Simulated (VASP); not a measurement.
Set up this calculation in VASP 6.6.1, as the native input.

| Quantity | Value |
| --- | --- |
| Task | electric field gradients |
| Functional | PBE |
| Potentials or basis | VASP PAW PBE potentials, release 64 (Mo_sv, S) |
| Cutoff | 520 eV |
| k mesh | 10 × 10 × 3 |
| Occupations | fermi-dirac, width 0.03 eV |
| Spin | no spin polarisation |
| Dipole correction | no |
| Further INCAR settings | ALGO = Normal; EDIFF = 1e-08; NBANDS = 35 |

The structure of MoS2 lies in POSCAR:

```
MoS2
1.0
    3.1610016016      0.0000000000      0.0000000000
   -1.5805008008      2.7375076884      0.0000000000
    0.0000000000      0.0000000000     12.2950000000
Mo S
2 4
Direct
    0.3333333333      0.6666666667      0.2500000000
    0.6666666667      0.3333333333      0.7500000000
    0.3333333333      0.6666666667      0.6275000000
    0.6666666667      0.3333333333      0.1275000000
    0.3333333333      0.6666666667      0.8725000000
    0.6666666667      0.3333333333      0.3725000000
```

The input as run:

INCAR

```
PREC = Accurate
ENCUT = 520
EDIFF = 1E-8
ISMEAR = -1
SIGMA = 0.03
LREAL = F
LASPH = T
NELM = 60
ALGO = Normal
ISIF = 2
LWAVE = F
LCHARG = F
GGA = PE
LEFG = T
NBANDS = 35
```

KPOINTS

```
regular mesh
0
Gamma
  10 10 3
```

Potentials or basis: VASP PAW PBE potentials, release 64 (Mo_sv, S).

Command:

```console
$ cat potpaw_PBE.64/Mo_sv/POTCAR potpaw_PBE.64/S/POTCAR > POTCAR
$ mpirun -np 1 vasp_std > vasp.out
```

It gave:

| Item | Value |
| --- | --- |
| Pressure | 8.7 GPa |
| Largest force | 1.197 eV/Å |
| Band gap on the k mesh | 0.88 eV, indirect (least direct gap 1.87 eV) |

Caveat: without QUAD_EFG the Cq values of the log hold for a quadrupole moment of 1 mb, not for the nuclei; this functional lacks dispersion, which binds the layers, so the pressure and a relaxed spacing across them are unreliable; forces of over 1 eV/Å act on the atoms, so gaps and moduli don't describe the material at rest.

Wall time 2.8 min on 1 thread of AMD EPYC 7R13 Processor (Zen 3), on a shared host, peak memory 0.23 GiB.
